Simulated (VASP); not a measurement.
# BN (Amm2) in VASP: further runs

BN is run at these levels: PBE; tasks: single point.

Program: VASP 6.6.1. These are calculated values, not measurements. Logs are shortened: lines on timing, memory, paths and dates and some standing lists are left out, and cuts for length are marked.

**1. The cell of the first run**

It takes space group Amm2 (No. 38, orthorhombic). The conventional cell has a = 6.661 Å, b = 2.504 Å, c = 4.337 Å, α = 90.00°, β = 90.00°, γ = 90.00°. Within 1.3 Å of B (site symmetry mm2) lie 1 N at 0.95 Å. B (site symmetry mm2) has 2 N at 1.27 Å within 1.7 Å. N (site symmetry mm2) has 2 B at 1.27 Å within 1.7 Å. Within 1.3 Å of N (site symmetry mm2) lie 1 B at 0.95 Å.

**2. Single point, PBE**

Contents of INCAR:

```
PREC = Accurate ; ENCUT = 520
EDIFF = 1E-7 ; ISMEAR = 0
SIGMA = 0.05 ; LREAL = F
LASPH = T ; NELM = 60
ALGO = Normal ; ISIF = 2
LWAVE = F ; LCHARG = F
GGA = PE ; NBANDS = 16
```

Contents of KPOINTS:

```
regular mesh
0
Gamma
  12 12 4
```

Contents of POSCAR:

```
BN
1.0
    2.5039917043      0.0000000000      0.0000000000
   -1.2519958522      2.1685204268      0.0000000000
    0.0000000000      0.0000000000      6.6612000000
B N
2 2
Direct
    0.3333333333      0.6666666667      0.2500000000
    0.6666666667      0.3333333333      0.7500000000
    0.5639052910      0.7819526455      0.7500000000
    0.8972386243      0.4486193122      0.2500000000
```

Potentials or basis: VASP PAW PBE potentials, release 64 (B, N).

Launch:

```sh
$ cat potpaw_PBE.64/B/POTCAR potpaw_PBE.64/N/POTCAR > POTCAR
$ mpirun -np 1 vasp_std > vasp.out
```

OUTCAR:

```text
PREC = Accurate
   ENCUT = 520
   EDIFF = 1E-7
   ISMEAR = 0
   LREAL = F
   LASPH = T
   NELM = 60
   ISIF = 2
   GGA = PE

 ion  position               nearest neighbor table
   1  0.333  0.667  0.250-   4 0.95   4 1.75   4 1.75
   2  0.667  0.333  0.750-   3 1.27   3 1.27   3 1.95
   3  0.564  0.782  0.750-   2 1.27   2 1.27   2 1.95
   4  0.897  0.449  0.250-   1 0.95   1 1.75   1 1.75

 -----------------------------------------------------------------------------
|                                                                             |
|           W    W    AA    RRRRR   N    N  II  N    N   GGGG   !!!           |
|           W    W   A  A   R    R  NN   N  II  NN   N  G    G  !!!           |
|           W    W  A    A  R    R  N N  N  II  N N  N  G       !!!           |
|           W WW W  AAAAAA  RRRRR   N  N N  II  N  N N  G  GGG   !            |
|           WW  WW  A    A  R   R   N   NN  II  N   NN  G    G                |
|           W    W  A    A  R    R  N    N  II  N    N   GGGG   !!!           |
|                                                                             |
|     The distance between some ions is very small. Please check the          |
|     nearest-neighbor list in the OUTCAR file.                               |
|     I HOPE YOU KNOW WHAT YOU ARE DOING!                                     |
|                                                                             |
 -----------------------------------------------------------------------------

  LATTYP: Found a hexagonal cell.
 ALAT       =     2.5039917043
 C/A-ratio  =     2.6602324555

  Lattice vectors:

 A1 = (   2.5039917043,   0.0000000000,   0.0000000000)
 A2 = (  -1.2519958522,   2.1685204268,   0.0000000000)
 A3 = (   0.0000000000,   0.0000000000,   6.6612000000)

Analysis of symmetry for initial positions (statically):
=====================================================================
 Subroutine PRICEL returns:
 Original cell was already a primitive cell.

 Routine SETGRP: Setting up the symmetry group for a
 hexagonal supercell.

 Subroutine GETGRP returns: Found  4 space group operations
 (whereof  2 operations were pure point group operations)
 out of a pool of 24 trial point group operations.

The static configuration has the point symmetry C_1h.
 The point group associated with its full space group is C_2v.

Analysis of symmetry for dynamics (positions and initial velocities):
=====================================================================
 Subroutine PRICEL returns:
[... 120 lines left out ...]
   ISIF   =      2    stress and relaxation
   ISYM   =      2    0-nonsym 1-usesym 2-fastsym
   POTIM  = 0.5000    time-step for ionic-motion
   TEBEG  =    0.0;   TEEND  =   0.0 temperature during run
   PSTRESS=    0.0 pullay stress
   NELECT =      16.0000    total number of electrons
   NUPDOWN=      -1.0000    fix difference up-down
   EMIN   =  10.00;   EMAX   =-10.00  energy-range for DOS
   EFERMI =   0.00;   METHOD = LEGACY
   ISMEAR =     0;   SIGMA  =   0.05  broadening in eV -4-tet -1-fermi 0-gaus
   EFERMI_NEDOS =   21; number of points for ismear=-14 and -15
   IALGO  =     38    algorithm
   IMIX   =      4    mixing-type and parameters
     AMIX     =   0.40;   BMIX     =  1.00
     AMIX_MAG =   1.60;   BMIX_MAG =  1.00
  volume/ion in A,a.u.               =       9.04        61.02
  Fermi-wavevector in a.u.,A,eV,Ry     =   1.247379  2.357205 21.170055  1.555955
  Thomas-Fermi vector in A             =   2.381514
   LORBIT       =      0    0 simple, 1 ext, 2 COOP (PROOUT), +10 PAW based schemes
   GGA     = PE    functional components
   LHFCALC =     F    Hartree Fock is set to
   AEXX    =    0.0000 exact exchange contribution
   IVDW    =     0    specifies the selected vdW correction
   LEPSILON=     F    determine dielectric tensor
   LRPA    =     F    only Hartree local field effects (RPA)
 non-spin polarized calculation
 Gauss-broadening in eV      SIGMA  =   0.05
  energy-cutoff  :      520.00
  volume of cell :       36.17
 maximum number of plane-waves:       992
   NGX =  9   NGY =  9   NGZ = 25

 number of electron      15.9999998 magnetization

 Free energy of the ion-electron system (eV)
  ---------------------------------------------------
  ext. energy  EPLUGINS =         0.00000000
  ---------------------------------------------------
  free energy    TOTEN  =       -21.64650131 eV

  energy without entropy =      -21.64650131  energy(sigma->0) =      -21.64650131

 E-fermi :   4.0452     XC(G=0):  -9.8737

 val. band max:        3.7312383559   @ k =   0.0000   0.0000   0.5000
 cond. band min:       5.4888021852   @ k =   0.0000   0.5000   0.5000
 fundamental gap:      1.7575638293
 Fermi energy:         4.0452352578

 k-point     1 :       0.0000    0.0000    0.0000
  band No.  band energies     occupation
      1     -15.7544      2.00000
      2     -15.1663      2.00000
      3      -4.5604      2.00000
      4      -4.2635      2.00000
      5      -2.6993      2.00000
      6      -2.5727      2.00000
[... 433 lines left out ...]
      3      -6.7375      2.00000
      4      -5.1404      2.00000
      5      -1.5497      2.00000
      6      -1.1784      2.00000
[... 8 lines left out ...]
     15      17.3323      0.00000
     16      19.4938      0.00000

 [... further k-points ...]

------------------------ aborting loop because EDIFF is reached ----------------------------------------

  FORCE on cell =-STRESS in cart. coord.  units (eV):
  Direction    XX          YY          ZZ          XY          YZ          ZX
  --------------------------------------------------------------------------------------
  -------------------------------------------------------------------------------------
  Total       52.2591310     25.2310451      0.4671629     23.4070091      0.0000000      0.0000000
  in kB     2314.8555187   1117.6271540     20.6933144   1036.8301780      0.0000000      0.0000000
  external PRESSURE =    1151.0586624 kB  Pullay stress =       0.0000000 kB

 VOLUME and BASIS-vectors are now :
 -----------------------------------------------------------------------------
  energy-cutoff  :      520.00
  volume of cell :       36.17
      direct lattice vectors                 reciprocal lattice vectors
     2.503991704  0.000000000  0.000000000     0.399362345  0.230571958  0.000000000
    -1.251995852  2.168520427  0.000000000     0.000000000  0.461143915  0.000000000
     0.000000000  0.000000000  6.661200000     0.000000000  0.000000000  0.150123101

 POSITION                                       TOTAL-FORCE (eV/Angst)
 -----------------------------------------------------------------------------------
     -0.00000      1.44568      1.66530        61.797071     35.678556      0.000000
      1.25200      0.72284      4.99590         3.830408      2.211487      0.000000
      0.43301      1.69568      4.99590        -3.820297     -2.205649      0.000000
      1.68501      0.97284      1.66530       -61.807182    -35.684393      0.000000
 -----------------------------------------------------------------------------------
    total drift:                                0.000534      0.000306     -0.000000

  FREE ENERGIE OF THE ION-ELECTRON SYSTEM (eV)
  ---------------------------------------------------
  free  energy   TOTEN  =       -21.6465013069 eV

  energy  without entropy=      -21.6465013069  energy(sigma->0) =      -21.64650131
```

OSZICAR:

```text
N       E                     dE             d eps       ncg     rms          rms(c)
DAV:   1     0.646416973993E+02    0.64642E+02   -0.82558E+03  4152   0.928E+02
DAV:   2    -0.267780048716E+02   -0.91420E+02   -0.84456E+02  5736   0.235E+02
DAV:   3    -0.303149618069E+02   -0.35370E+01   -0.35273E+01  4760   0.469E+01
DAV:   4    -0.303348600346E+02   -0.19898E-01   -0.19897E-01  5416   0.399E+00
DAV:   5    -0.303350101019E+02   -0.15007E-03   -0.15007E-03  4784   0.316E-01    0.171E+01
DAV:   6    -0.225270358661E+02    0.78080E+01   -0.10735E+01  5120   0.273E+01    0.688E+00
DAV:   7    -0.217480325961E+02    0.77900E+00   -0.17722E+00  5536   0.103E+01    0.366E+00
DAV:   8    -0.216444141309E+02    0.10362E+00   -0.23143E-01  5328   0.408E+00    0.823E-01
DAV:   9    -0.216459629355E+02   -0.15488E-02   -0.28441E-02  5096   0.141E+00    0.287E-01
DAV:  10    -0.216461910103E+02   -0.22807E-03   -0.17198E-03  4800   0.365E-01    0.113E-01
DAV:  11    -0.216464861883E+02   -0.29518E-03   -0.48069E-04  5280   0.195E-01    0.540E-02
DAV:  12    -0.216464974013E+02   -0.11213E-04   -0.58618E-05  5296   0.648E-02    0.125E-02
DAV:  13    -0.216465015795E+02   -0.41782E-05   -0.84371E-06  5072   0.240E-02    0.525E-03
DAV:  14    -0.216465013942E+02    0.18533E-06   -0.12239E-06  5640   0.896E-03    0.282E-03
DAV:  15    -0.216465013069E+02    0.87317E-07   -0.11832E-07  4744   0.341E-03
   1 F= -.21646501E+02 E0= -.21646501E+02  d E =-.140913E-20
```

Run time: 45 s. Hardware: 1 thread of Intel Xeon 6975P-C, shared host; peak memory 0.19 GiB.

What came out:

| Property | Result |
| --- | --- |
| Free energy | -21.6465 eV |
| Pressure | 115.1 GPa |
| Largest force | 71.369 eV/Å |
| Band gap on the k mesh | 1.76 eV, indirect (least direct gap 3.59 eV) |

Forces in eV/Å, atoms in the order of the input:
```
B    61.797  35.679   0.000
B     3.830   2.211   0.000
N    -3.820  -2.206   0.000
N   -61.807 -35.684   0.000
```

Levels at points of the mesh, in eV from the valence-band top:
| k point | band 6 | band 7 | band 8 | band 9 | band 10 | band 11 |
| --- | --- | --- | --- | --- | --- | --- |
| (0.00, 0.00, 0.00) | -6.30 | -0.95 | 0.00 | 3.59 | 7.87 | 8.12 |
| (0.50, 0.00, 0.00) | -4.75 | -4.45 | -3.73 | 3.65 | 7.38 | 7.71 |
| (0.00, 0.50, 0.00) | -4.68 | -2.82 | -2.36 | 1.77 | 3.90 | 4.24 |
| (0.00, 0.00, 0.50) | -6.23 | -0.95 | 0.00 | 5.38 | 5.72 | 8.12 |
| (0.50, 0.00, 0.50) | -4.75 | -4.38 | -3.71 | 3.35 | 6.61 | 8.18 |
| (0.00, 0.50, 0.50) | -4.61 | -2.81 | -2.41 | 1.76 | 3.91 | 4.30 |

Caveat: the cell differs from its parent crystal (all N atoms moved -0.500 Å, as atom 3 towards its neighbour atom 2 (B) at 1.446 Å); this functional lacks dispersion, which binds the layers, so the pressure and a relaxed spacing across them are unreliable; forces of over 1 eV/Å act on the atoms, so gaps and moduli don't describe the material at rest.

**3. Single point, PBE**

Contents of INCAR:

```
SYSTEM = BN
  PREC = Accurate
  ENCUT = 520
  EDIFF = 1E-6
  ISMEAR = 0
  SIGMA = 0.05
  LREAL = .False.
  LASPH = .True.
  NELM = 100
  ALGO = Normal
  ISIF = 2
  LWAVE = .False.
  LCHARG = .False.
  GGA = PE
  NBANDS = 16
```

Contents of KPOINTS:

```
regular mesh
0
Gamma
  12 12 4
  0 0 0
```

POSCAR: that of step 2 with these lines changed.

```diff
@@ -10,3 +10,3 @@
     0.6666666667      0.3333333333      0.7500000000
-    0.5639052910      0.7819526455      0.7500000000
-    0.8972386243      0.4486193122      0.2500000000
+    0.1604043651      0.5802021825      0.7500000000
+    0.4937376984      0.2468688492      0.2500000000
```

Potentials or basis: VASP PAW PBE potentials, release 64 (B, N).

Launch:

```sh
$ cat potpaw_PBE.64/B/POTCAR potpaw_PBE.64/N/POTCAR > POTCAR
$ mpirun -np 1 vasp_std > vasp.out
```

It took 45 s on 1 thread of Intel Xeon 6975P-C, shared host; peak memory 0.19 GiB.

It converged, with:

```
Free energy            : -28.6505 eV
Pressure               : 61.2 GPa
Largest force          : 34.452 eV/Å
Band gap on the k mesh : 1.80 eV, indirect (least direct gap 3.34 eV)
```

Forces on the atoms (eV/Å):
```
B    -5.237  -3.023   0.000
B   -29.825 -17.219   0.000
N    29.836  17.226   0.000
N     5.225   3.017   0.000
```

Stress tensor (GPa, compression positive):
```
115.30  42.80   0.00
 42.80  65.89   0.00
  0.00   0.00   2.37
```

Levels at points of the mesh, in eV from the valence-band top:
```
           k point  band 4  band 5  band 6  band 7  band 8  band 9  band 10  band 11  band 12  band 13
(0.00, 0.00, 0.00)   -7.23   -6.36   -6.34   -0.39    0.00    3.33     6.70     6.74     8.42     9.38
(0.50, 0.00, 0.00)  -10.06   -8.64   -4.75   -4.30   -2.95    2.48     6.28     7.56     8.63    10.12
(0.00, 0.50, 0.00)  -10.20   -5.67   -4.18   -3.87   -2.44    1.80     5.03     5.16     5.36    10.66
(0.00, 0.00, 0.50)   -7.43   -7.23   -6.31   -0.39    0.00    5.20     5.59     6.70     7.15    10.01
(0.50, 0.00, 0.50)  -10.07   -8.64   -4.75   -4.21   -2.95    2.25     5.80     7.89     8.77    10.78
(0.00, 0.50, 0.50)  -10.21   -5.68   -4.11   -3.81   -2.54    1.80     4.79     5.19     5.20    11.42
```

Caveat: the cell differs from its parent crystal (all N atoms moved +0.375 Å, as atom 3 towards its neighbour atom 2 (B) at 1.446 Å); this functional lacks dispersion, which binds the layers, so the pressure and a relaxed spacing across them are unreliable; forces of over 1 eV/Å act on the atoms, so gaps and moduli don't describe the material at rest. A k mesh can miss the band edges.

**4. Single point, PBE**

Contents of INCAR:

```
SYSTEM = BN
PREC     = Accurate       ! precision mode
ENCUT    = 520            ! plane-wave cutoff, eV
EDIFF    = 1E-7           ! SCF threshold, eV
ISMEAR   = 0              ! smearing method
SIGMA    = 0.05           ! smearing width, eV
LREAL    = .FALSE.        ! projectors in reciprocal space
LASPH    = .TRUE.         ! aspherical terms in the spheres
NELM     = 60             ! most SCF steps
ALGO     = Normal         ! electronic algorithm
ISIF     = 2              ! what is computed and relaxed
LWAVE    = .FALSE.        ! write WAVECAR
LCHARG   = .FALSE.        ! write CHGCAR
GGA      = PE             ! functional
NBANDS   = 16             ! bands
```

Contents of KPOINTS:

```
regular mesh
0
G
  12 12 4
  0 0 0
```

POSCAR: that of step 3 with these lines changed.

```diff
@@ -10,3 +10,3 @@
     0.6666666667      0.3333333333      0.7500000000
-    0.1604043651      0.5802021825      0.7500000000
-    0.4937376984      0.2468688492      0.2500000000
+    0.4486193122      0.7243096561      0.7500000000
+    0.7819526455      0.3909763227      0.2500000000
```

Launch:

```sh
$ cat potpaw_PBE.64/B/POTCAR potpaw_PBE.64/N/POTCAR > POTCAR
$ mpirun -np 1 vasp_std > vasp.out
```

It took 53 s on 1 thread of Intel Xeon 6975P-C, shared host; peak memory 0.19 GiB.

The run converged. Its results:

```yaml
Free_energy: -32.4764 eV
Pressure: 27.7 GPa
Largest_force: 16.201 eV/Å
Band_gap_on_the_k_mesh: 2.33 eV, indirect (least direct gap 3.86 eV)
```

Forces on the atoms (eV/Å):
```
B    14.023   8.096   0.000
B     5.411   3.124   0.000
N    -5.403  -3.120   0.000
N   -14.031  -8.101   0.000
```

Stress tensor (GPa, compression positive):
```
47.90 13.14  0.00
13.14 32.72  0.00
 0.00  0.00  2.53
```

Levels at points of the mesh, in eV from the valence-band top:
| k point | band 4 | band 5 | band 6 | band 7 | band 8 | band 9 | band 10 | band 11 | band 12 | band 13 |
| --- | --- | --- | --- | --- | --- | --- | --- | --- | --- | --- |
| (0.00, 0.00, 0.00) | -5.62 | -5.50 | -5.13 | -0.18 | 0.00 | 3.86 | 7.22 | 7.29 | 8.96 | 10.33 |
| (0.50, 0.00, 0.00) | -9.68 | -7.23 | -4.38 | -3.38 | -1.85 | 2.49 | 5.80 | 8.08 | 9.04 | 10.95 |
| (0.00, 0.50, 0.00) | -9.92 | -5.55 | -4.20 | -3.19 | -1.85 | 2.58 | 5.07 | 6.76 | 7.03 | 11.28 |
| (0.00, 0.00, 0.50) | -6.75 | -5.50 | -5.12 | -0.18 | 0.00 | 5.90 | 6.16 | 7.29 | 7.54 | 10.89 |
| (0.50, 0.00, 0.50) | -9.69 | -7.23 | -4.38 | -3.26 | -1.89 | 2.33 | 5.39 | 8.36 | 9.12 | 11.61 |
| (0.00, 0.50, 0.50) | -9.93 | -5.55 | -4.21 | -2.97 | -2.02 | 2.61 | 4.58 | 6.91 | 7.05 | 12.01 |

Caveat: the cell differs from its parent crystal (all N atoms moved -0.250 Å, as atom 3 towards its neighbour atom 2 (B) at 1.446 Å); this functional lacks dispersion, which binds the layers, so the pressure and a relaxed spacing across them are unreliable; forces of over 1 eV/Å act on the atoms, so gaps and moduli don't describe the material at rest. A k mesh can miss the band edges.

**5. Single point, PBE**

Contents of INCAR:

```
PREC = Accurate
ENCUT = 520
EDIFF = 1E-7
ISMEAR = 0
SIGMA = 0.05
LREAL = False
LASPH = True
NELM = 100
ALGO = Normal
ISIF = 2
LWAVE = False
LCHARG = True
GGA = PE
LELF = True
LVHAR = True
NBANDS = 16
```

Contents of KPOINTS:

```
regular mesh
0
Gamma
  12 12 4
```

POSCAR: that of step 4 with these lines changed.

```diff
@@ -10,3 +10,3 @@
     0.6666666667      0.3333333333      0.7500000000
-    0.4486193122      0.7243096561      0.7500000000
-    0.7819526455      0.3909763227      0.2500000000
+    0.1315828704      0.5657914352      0.7500000000
+    0.4649162037      0.2324581019      0.2500000000
```

Launch:

```sh
$ cat potpaw_PBE.64/B/POTCAR potpaw_PBE.64/N/POTCAR > POTCAR
$ mpirun -np 1 vasp_std > vasp.out
```

Wall time 51 s (1 thread of Intel Xeon 6975P-C, shared host); peak memory 0.19 GiB.

It converged, with:

```
Free energy            : -25.6940 eV
Pressure               : 85.1 GPa
Largest force          : 49.658 eV/Å
Band gap on the k mesh : 1.72 eV, indirect (least direct gap 3.40 eV)
```

Forces on the atoms (eV/Å):
```
B    -4.626  -2.671   0.000
B   -42.995 -24.823   0.000
N    43.005  24.829   0.000
N     4.615   2.665   0.000
```

Stress tensor (GPa, compression positive):
```
166.18  68.60   0.00
 68.60  86.97   0.00
  0.00   0.00   2.23
```

Levels at points of the mesh, in eV from the valence-band top:
```csv
k point,band 6,band 7,band 8,band 9,band 10,band 11
"(0.00, 0.00, 0.00)",-6.43,-0.61,0.00,3.40,7.20,7.21
"(0.50, 0.00, 0.00)",-4.75,-4.44,-3.35,2.97,6.80,7.59
"(0.00, 0.50, 0.00)",-4.46,-3.39,-2.45,1.73,4.40,4.61
"(0.00, 0.00, 0.50)",-6.41,-0.61,0.00,5.24,5.60,7.21
"(0.50, 0.00, 0.50)",-4.75,-4.36,-3.34,2.70,6.21,7.98
"(0.00, 0.50, 0.50)",-4.37,-3.37,-2.52,1.72,4.42,4.67
```

Caveat: the cell differs from its parent crystal (all N atoms moved +0.438 Å, as atom 3 towards its neighbour atom 2 (B) at 1.446 Å); this functional lacks dispersion, which binds the layers, so the pressure and a relaxed spacing across them are unreliable; forces of over 1 eV/Å act on the atoms, so gaps and moduli don't describe the material at rest. A k mesh can miss the band edges.
